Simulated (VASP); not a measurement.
Write the native input for VASP 6.6.1 that does the following.

```yaml
Task: single point
Functional: r2SCAN
Potentials_or_basis: VASP PAW PBE potentials, release 64 (Ag)
Cutoff: 520 eV
k_mesh: 18 × 18 × 18
Occupations: gaussian, width 0.1 eV
Spin: no spin polarisation
Dipole_correction: no
Further_INCAR_settings: ALGO = Normal; EDIFF = 1e-06; NBANDS = 12
```

Crystal: Ag.

```
CELL_PARAMETERS angstrom
-1.65243 1.65243 1.65243
1.65243 -1.65243 1.65243
1.65243 1.65243 -1.65243
ATOMIC_POSITIONS crystal
Ag 0.00000 0.00000 0.00000
```

This cell differs from its parent crystal: functional r2SCAN, strained.

The input as run:

POSCAR

```
Ag
1.0
   -1.6524254747      1.6524254747      1.6524254747
    1.6524254747     -1.6524254747      1.6524254747
    1.6524254747      1.6524254747     -1.6524254747
Ag
1
Direct
    0.0000000000      0.0000000000      0.0000000000
```

INCAR.step1

```
SYSTEM = Ag
PREC = Accurate
ENCUT = 520
ISMEAR = 0
SIGMA = 0.1
LREAL = .FALSE.
LASPH = .TRUE.
NELM = 60
NBANDS = 12
GGA = PE
ALGO = Normal
EDIFF = 1E-4
LWAVE = .TRUE.
LCHARG = .FALSE.
```

INCAR.step2

```
SYSTEM = Ag
PREC = Accurate
ENCUT = 520
EDIFF = 1E-6
ISMEAR = 0
SIGMA = 0.1
LREAL = .FALSE.
LASPH = .TRUE.
NELM = 60
ALGO = Normal
ISIF = 2
LWAVE = .FALSE.
LCHARG = .FALSE.
METAGGA = R2SCAN
LMIXTAU = .TRUE.
NBANDS = 12
ISTART = 1
```

KPOINTS

```
Automatic mesh
0
G
  18 18 18
  0 0 0
```

Potentials or basis: VASP PAW PBE potentials, release 64 (Ag).

Command:

```console
$ cat potpaw_PBE.64/Ag/POTCAR > POTCAR
$ cp INCAR.step1 INCAR
$ mpirun -np 1 vasp_std > vasp.out
$ cp INCAR.step2 INCAR
$ mpirun -np 1 vasp_std > vasp.out
```

It gave:

The pressure is -2.9 GPa.

Caveat: the cell differs from its parent crystal (functional r2SCAN, strained); the PAW data sets were made with another functional, which shifts forces and pressure a little.

It took 46 s on 1 thread of Intel(R) Xeon(R) 6975P-C (Granite Rapids), with other jobs on the host, peak memory 0.17 GiB.
